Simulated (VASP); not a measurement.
# Sr (Cmcm) in VASP: further runs

The runs below take Sr through single point, with PBE.

Program: VASP 6.6.1. These are calculated values, not measurements. Logs are shortened: lines on timing, memory, paths and dates and some standing lists are left out, and cuts for length are marked.

**1. The cell of the first run**

The structure is orthorhombic, space group Cmcm (No. 63). Conventional cell: a = 4.737 Å, b = 6.579 Å, c = 7.013 Å, α = 90.00°, β = 90.00°, γ = 90.00°. Within 5.3 Å of Sr (site symmetry m2m) lie 12 Sr at 4.05 to 4.74 Å.

**2. Single point, PBE**

INCAR reads:

```
SYSTEM = Sr
PREC = Accurate
ENCUT = 520
EDIFF = 1E-6
ISMEAR = 0
SIGMA = 0.15
LREAL = .False.
LASPH = .True.
NELM = 80
ALGO = Fast
ISIF = 2
LWAVE = .False.
LCHARG = .False.
GGA = PE
NBANDS = 17
```

KPOINTS reads:

```
regular mesh
0
Gamma
  12 12 6
  0 0 0
```

POSCAR reads:

```
Sr
1.0
    4.7372098069      0.0000000000      0.0000000000
   -2.3686049035      3.2894271999      0.0000000000
    0.0000000000      0.0000000000      7.0133159835
Sr
2
Direct
    0.3333333333      0.6666666667      0.2500000000
    0.6666666667      0.3333333333      0.7500000000
```

Potentials or basis: VASP PAW PBE potentials, release 64 (Sr_sv).

Launch:

```bash
cat potpaw_PBE.64/Sr_sv/POTCAR > POTCAR
mpirun -np 1 vasp_std > vasp.out
```

OUTCAR:

```text
SYSTEM = Sr
   PREC = Accurate
   ENCUT = 520
   EDIFF = 1E-6
   ISMEAR = 0
   LREAL = .False.
   LASPH = .True.
   NELM = 80
   ISIF = 2
   GGA = PE

 ion  position               nearest neighbor table
   1  0.333  0.667  0.250-   2 4.14   2 4.14   2 4.37   2 4.37   2 4.37   2 4.37
   2  0.667  0.333  0.750-   1 4.14   1 4.14   1 4.37   1 4.37   1 4.37   1 4.37

  Warning from LATTYP: Monoclinic adjustment (A1->A3, A2->A1, A3->A2)!
  LATTYP: Found a base centered orthorhombic cell.
 ALAT       =     4.7372098069
 B/A-ratio  =     1.3887614583
 C/A-ratio  =     1.4804740067

  Lattice vectors:

 A1 = (   2.3686049035,  -3.2894271999,   0.0000000000)
 A2 = (   2.3686049034,   3.2894271999,   0.0000000000)
 A3 = (   0.0000000000,   0.0000000000,   7.0133159835)

Analysis of symmetry for initial positions (statically):
=====================================================================
 Subroutine PRICEL returns:
 Original cell was already a primitive cell.

 Routine SETGRP: Setting up the symmetry group for a
 base centered orthorhombic supercell.

 Subroutine GETGRP returns: Found  8 space group operations
 (whereof  4 operations were pure point group operations)
 out of a pool of  8 trial point group operations.

The static configuration has the point symmetry C_2h.
 The point group associated with its full space group is D_2h.

Analysis of symmetry for dynamics (positions and initial velocities):
=====================================================================
 Subroutine PRICEL returns:
 Original cell was already a primitive cell.

 Routine SETGRP: Setting up the symmetry group for a
 base centered orthorhombic supercell.

 Subroutine GETGRP returns: Found  8 space group operations
 (whereof  4 operations were pure point group operations)
 out of a pool of  8 trial point group operations.

The dynamic configuration has the point symmetry C_2h.
 The point group associated with its full space group is D_2h.

 Subroutine INISYM returns: Found  8 space group operations
 (whereof  4 operations are pure point group operations),
 and found     1 'primitive' translations

----------------------------------------------------------------------------------------

                                     Primitive cell

  volume of cell :     109.2864

  direct lattice vectors                    reciprocal lattice vectors
     4.737209807  0.000000000  0.000000000     0.211094725  0.152002148  0.000000000
    -2.368604904  3.289427200  0.000000000     0.000000000  0.304004296  0.000000000
     0.000000000  0.000000000  7.013315984     0.000000000  0.000000000  0.142585904

  length of vectors
     4.737209807  4.053470179  7.013315984     0.260126192  0.304004296  0.142585904

  position of ions in fractional coordinates (direct lattice)
     0.333333333  0.666666667  0.250000000
     0.666666667  0.333333333  0.750000000

  ion indices of the primitive-cell ions
   primitive index   ion index
                 1           1
                 2           2

----------------------------------------------------------------------------------------

 KPOINTS: regular mesh

Automatic generation of k-mesh.
 Grid dimensions read from file:
 generate k-points for:   12   12    6

 Generating k-lattice:

  Cartesian coordinates                     Fractional coordinates (reciprocal lattice)
     0.017591227  0.012666846  0.000000000     0.083333333 -0.000000000  0.000000000
     0.000000000  0.025333691  0.000000000     0.000000000  0.083333333  0.000000000
     0.000000000  0.000000000  0.023764317     0.000000000  0.000000000  0.166666667

  Length of vectors
     0.021677183  0.025333691  0.023764317

  Shift w.r.t. Gamma in fractional coordinates (k-lattice)
     0.000000000  0.000000000  0.000000000

 Subroutine IBZKPT returns following result:
 ===========================================

 Found    172 irreducible k-points:

 Following reciprocal coordinates:
            Coordinates               Weight
  0.000000  0.000000  0.000000      1.000000
  0.083333  0.000000  0.000000      4.000000
  0.166667 -0.000000  0.000000      4.000000
  0.250000  0.000000  0.000000      4.000000
  0.333333  0.000000  0.000000      4.000000
  0.416667  0.000000  0.000000      4.000000
[... 16 lines left out ...]
  0.333333  0.166667  0.000000      4.000000
  0.416667  0.166667  0.000000      4.000000
 [... further k-points ...]
   k-points           NKPTS =    172   k-points in BZ     NKDIM =    172   number of bands    NBANDS=     17
   number of dos      NEDOS =    301   number of ions     NIONS =      2
   total plane-waves  NPLWV =  58320
   dimension x,y,z NGX =    36 NGY =   30 NGZ =   54
   dimension x,y,z NGXF=    72 NGYF=   60 NGZF=  108
   ions per type =               2
   NGX,Y,Z   is equivalent  to a cutoff of  12.63, 12.30, 12.80 a.u.
   NGXF,Y,Z  is equivalent  to a cutoff of  25.27, 24.61, 25.60 a.u.
 SYSTEM =  Sr
   PREC   = accura    normal or accurate (medium, high low for compatibility)
   ISTART =      0    job   : 0-new  1-cont  2-samecut
   ICHARG =      2    charge: 1-file 2-atom 10-const
   ISPIN  =      1    spin polarized calculation?
   LNONCOLLINEAR =      F non collinear calculations
   LSORBIT =      F    spin-orbit coupling
   LASPH  =      T    aspherical Exc in radial PAW
   ENCUT  =  520.0 eV  38.22 Ry    6.18 a.u.   8.81  7.54 13.04*2*pi/ulx,y,z
   NELM   =     80;   NELMIN=  2; NELMDL= -5     # of ELM steps
   EDIFF  = 0.1E-05   stopping-criterion for ELM
   LREAL  =      F    real-space projection
   EDIFFG = 0.1E-04   stopping-criterion for IOM
   NSW    =      0    number of steps for IOM
   IBRION =     -1    ionic relax: 0-MD 1-quasi-New 2-CG
   NFREE  =      0    steps in history (QN), initial steepest desc. (CG)
   ISIF   =      2    stress and relaxation
   ISYM   =      2    0-nonsym 1-usesym 2-fastsym
   POTIM  = 0.5000    time-step for ionic-motion
   TEBEG  =    0.0;   TEEND  =   0.0 temperature during run
   PSTRESS=    0.0 pullay stress
   NELECT =      20.0000    total number of electrons
   NUPDOWN=      -1.0000    fix difference up-down
   EMIN   =  10.00;   EMAX   =-10.00  energy-range for DOS
   EFERMI =   0.00;   METHOD = LEGACY
   ISMEAR =     0;   SIGMA  =   0.15  broadening in eV -4-tet -1-fermi 0-gaus
   EFERMI_NEDOS =   21; number of points for ismear=-14 and -15
   IALGO  =     68    algorithm
   IMIX   =      4    mixing-type and parameters
     AMIX     =   0.40;   BMIX     =  1.00
     AMIX_MAG =   1.60;   BMIX_MAG =  1.00
  volume/ion in A,a.u.               =      54.64       368.75
  Fermi-wavevector in a.u.,A,eV,Ry     =   0.929457  1.756419 11.753946  0.863891
  Thomas-Fermi vector in A             =   2.055742
   LORBIT       =      0    0 simple, 1 ext, 2 COOP (PROOUT), +10 PAW based schemes
   GGA     = PE    functional components
   LHFCALC =     F    Hartree Fock is set to
   AEXX    =    0.0000 exact exchange contribution
   IVDW    =     0    specifies the selected vdW correction
   LEPSILON=     F    determine dielectric tensor
   LRPA    =     F    only Hartree local field effects (RPA)
 non-spin polarized calculation
 RMM-DIIS sequential band-by-band and
 Gauss-broadening in eV      SIGMA  =   0.15
  energy-cutoff  :      520.00
  volume of cell :      109.29
 maximum number of plane-waves:      2990
   NGX = 17   NGY = 15   NGZ = 27

 number of electron      20.0000000 magnetization

 Free energy of the ion-electron system (eV)
  ---------------------------------------------------
  ext. energy  EPLUGINS =         0.00000000
  ---------------------------------------------------
  free energy    TOTEN  =        -3.17141442 eV

  energy without entropy =       -3.13924440  energy(sigma->0) =       -3.15532941

 E-fermi :   1.5825     XC(G=0):  -7.3667

 val. band max:        1.5812553662   @ k =   0.2500   0.0833   0.0000
 cond. band min:       1.5843854456   @ k =   0.1667   0.0833   0.0000
 fundamental gap:      0.0031300795
 Fermi energy:         1.5825023626

 k-point     1 :       0.0000    0.0000    0.0000
  band No.  band energies     occupation
      1     -35.0333      2.00000
      2     -35.0195      2.00000
      3     -17.1128      2.00000
      4     -16.9399      2.00000
      5     -16.9348      2.00000
      6     -16.9162      2.00000
[... 9 lines left out ...]
     16       4.9841      0.00000
     17       5.1392      0.00000

 k-point     2 :       0.0833    0.0000    0.0000
  band No.  band energies     occupation
      1     -35.0325      2.00000
      2     -35.0190      2.00000
      3     -17.1089      2.00000
      4     -16.9504      2.00000
      5     -16.9376      2.00000
      6     -16.9246      2.00000
[... 9 lines left out ...]
     16       4.8534      0.00000
     17       5.0792      0.00000

 k-point     3 :       0.1667   -0.0000    0.0000
  band No.  band energies     occupation
      1     -35.0301      2.00000
      2     -35.0176      2.00000
      3     -17.0978      2.00000
      4     -16.9829      2.00000
      5     -16.9620      2.00000
      6     -16.9359      2.00000
[... 9 lines left out ...]
     16       4.7207      0.00000
     17       5.0958      0.00000

 k-point     4 :       0.2500    0.0000    0.0000
  band No.  band energies     occupation
      1     -35.0268      2.00000
      2     -35.0158      2.00000
      3     -17.0815      2.00000
      4     -17.0271      2.00000
      5     -17.0085      2.00000
      6     -16.9373      2.00000
[... 9 lines left out ...]
     16       4.6045      0.00000
     17       5.2627      0.00000

 k-point     5 :       0.3333    0.0000    0.0000
  band No.  band energies     occupation
      1     -35.0233      2.00000
      2     -35.0141      2.00000
      3     -17.0709      2.00000
      4     -17.0633      2.00000
      5     -17.0545      2.00000
      6     -16.9382      2.00000
[... 9 lines left out ...]
     16       4.9044      0.00000
     17       5.4443      0.00000

 k-point     6 :       0.4167    0.0000    0.0000
  band No.  band energies     occupation
      1     -35.0207      2.00000
      2     -35.0130      2.00000
      3     -17.1029      2.00000
      4     -17.0877      2.00000
      5     -17.0479      2.00000
      6     -16.9425      2.00000
[... 9 lines left out ...]
     16       5.3157      0.00000
     17       5.5745      0.00000

 k-point     7 :       0.5000    0.0000    0.0000
  band No.  band energies     occupation
      1     -35.0197      2.00000
      2     -35.0126      2.00000
      3     -17.1145      2.00000
      4     -17.0998      2.00000
      5     -17.0416      2.00000
      6     -16.9461      2.00000
[... 9 lines left out ...]
     16       5.5971      0.00000
     17       5.6712      0.00000

 k-point     8 :       0.0000    0.0833    0.0000
  band No.  band energies     occupation
      1     -35.0319      2.00000
      2     -35.0185      2.00000
      3     -17.1069      2.00000
      4     -16.9542      2.00000
      5     -16.9424      2.00000
      6     -16.9275      2.00000
[... 9 lines left out ...]
     16       4.8157      0.00000
     17       4.9190      0.00000
[... 203 lines left out ...]
      1     -35.0278      2.00000
      2     -35.0158      2.00000
      3     -17.0902      2.00000
      4     -16.9932      2.00000
      5     -16.9676      2.00000
      6     -16.9627      2.00000
[... 9 lines left out ...]
     16       4.2800      0.00000
     17       4.5466      0.00000

 k-point    20 :       0.0833    0.1667    0.0000
  band No.  band energies     occupation
      1     -35.0248      2.00000
      2     -35.0140      2.00000
      3     -17.0769      2.00000
      4     -17.0257      2.00000
      5     -17.0097      2.00000
      6     -16.9632      2.00000
[... 9 lines left out ...]
     16       4.4284      0.00000
     17       4.4392      0.00000

 k-point    21 :       0.1667    0.1667    0.0000
  band No.  band energies     occupation
      1     -35.0215      2.00000
      2     -35.0123      2.00000
      3     -17.0629      2.00000
      4     -17.0601      2.00000
      5     -17.0561      2.00000
      6     -16.9632      2.00000
[... 9 lines left out ...]
     16       4.5111      0.00000
     17       4.7438      0.00000

 k-point    22 :       0.2500    0.1667    0.0000
  band No.  band energies     occupation
      1     -35.0187      2.00000
      2     -35.0112      2.00000
      3     -17.0923      2.00000
      4     -17.0906      2.00000
      5     -17.0433      2.00000
      6     -16.9656      2.00000
[... 9 lines left out ...]
     16       4.8852      0.00000
     17       4.9837      0.00000

 k-point    23 :       0.3333    0.1667    0.0000
  band No.  band energies     occupation
      1     -35.0172      2.00000
      2     -35.0110      2.00000
      3     -17.1091      2.00000
      4     -17.0999      2.00000
      5     -17.0317      2.00000
      6     -16.9701      2.00000
[... 9 lines left out ...]
     16       4.9034      0.00000
     17       5.2782      0.00000

 k-point    24 :       0.4167    0.1667    0.0000
  band No.  band energies     occupation
      1     -35.0175      2.00000
      2     -35.0115      2.00000
      3     -17.1027      2.00000
      4     -17.0872      2.00000
      5     -17.0313      2.00000
      6     -16.9757      2.00000
[... 9 lines left out ...]
     16       5.0314      0.00000
     17       5.5267      0.00000

 [... further k-points ...]

------------------------ aborting loop because EDIFF is reached ----------------------------------------

  FORCE on cell =-STRESS in cart. coord.  units (eV):
  Direction    XX          YY          ZZ          XY          YZ          ZX
  --------------------------------------------------------------------------------------
  -------------------------------------------------------------------------------------
  Total       -0.5670938      1.0039991     -0.1011364     -0.0000000      0.0000000      0.0000000
  in kB       -8.3137924     14.7189757     -1.4826947     -0.0000000      0.0000000      0.0000000
  external PRESSURE =       1.6408295 kB  Pullay stress =       0.0000000 kB

 VOLUME and BASIS-vectors are now :
 -----------------------------------------------------------------------------
  energy-cutoff  :      520.00
  volume of cell :      109.29
      direct lattice vectors                 reciprocal lattice vectors
     4.737209807  0.000000000  0.000000000     0.211094725  0.152002148  0.000000000
    -2.368604904  3.289427200  0.000000000     0.000000000  0.304004296  0.000000000
     0.000000000  0.000000000  7.013315984     0.000000000  0.000000000  0.142585904

 POSITION                                       TOTAL-FORCE (eV/Angst)
 -----------------------------------------------------------------------------------
     -0.00000      2.19295      1.75333         0.000000     -0.190474      0.000000
      2.36860      1.09648      5.25999        -0.000000      0.190474      0.000000
 -----------------------------------------------------------------------------------
    total drift:                               -0.000000      0.000000      0.000000

  FREE ENERGIE OF THE ION-ELECTRON SYSTEM (eV)
  ---------------------------------------------------
  free  energy   TOTEN  =        -3.1714144241 eV

  energy  without entropy=       -3.1392443984  energy(sigma->0) =       -3.15532941
```

Run time: 2.5 min. Hardware: 1 thread of Intel Xeon 6975P-C (Granite Rapids), shared host; peak memory 0.42 GiB.

Results:

- Free energy: -3.1714 eV
- Pressure: 0.2 GPa
- Largest force: 0.190 eV/Å
- Band gap on the k mesh: zero (bands 10 and 11 overlap by 0.15 eV)

Forces on the atoms (eV/Å):
```
Sr   0.000 -0.190  0.000
Sr   0.000  0.190  0.000
```

Stress tensor (GPa, compression positive):
```
-0.83  0.00  0.00
 0.00  1.47  0.00
 0.00  0.00 -0.15
```

Levels at points of the mesh, in eV from the Fermi level:
| k point | band 8 | band 9 | band 10 | band 11 | band 12 | band 13 |
| --- | --- | --- | --- | --- | --- | --- |
| (0.00, 0.00, 0.00) | -18.50 | -3.63 | -1.13 | 0.05 | 1.40 | 1.86 |
| (0.50, 0.00, 0.00) | -18.50 | -1.24 | -0.66 | 0.02 | 0.35 | 1.09 |
| (0.00, 0.50, 0.00) | -18.56 | -0.65 | -0.21 | 0.23 | 0.43 | 1.39 |
| (0.00, 0.00, 0.50) | -18.51 | -2.70 | -2.70 | 1.22 | 1.22 | 1.49 |
| (0.50, 0.00, 0.50) | -18.51 | -0.91 | -0.91 | 0.12 | 0.12 | 1.32 |
| (0.00, 0.50, 0.50) | -18.55 | -0.49 | -0.49 | 0.65 | 0.65 | 1.57 |

Caveat: the cell differs from its parent crystal (strain +e along x and -e along y +0.1100, strain +e along z and -e/2 along x and y +0.0000).

(Continued in part 2 of 2.)
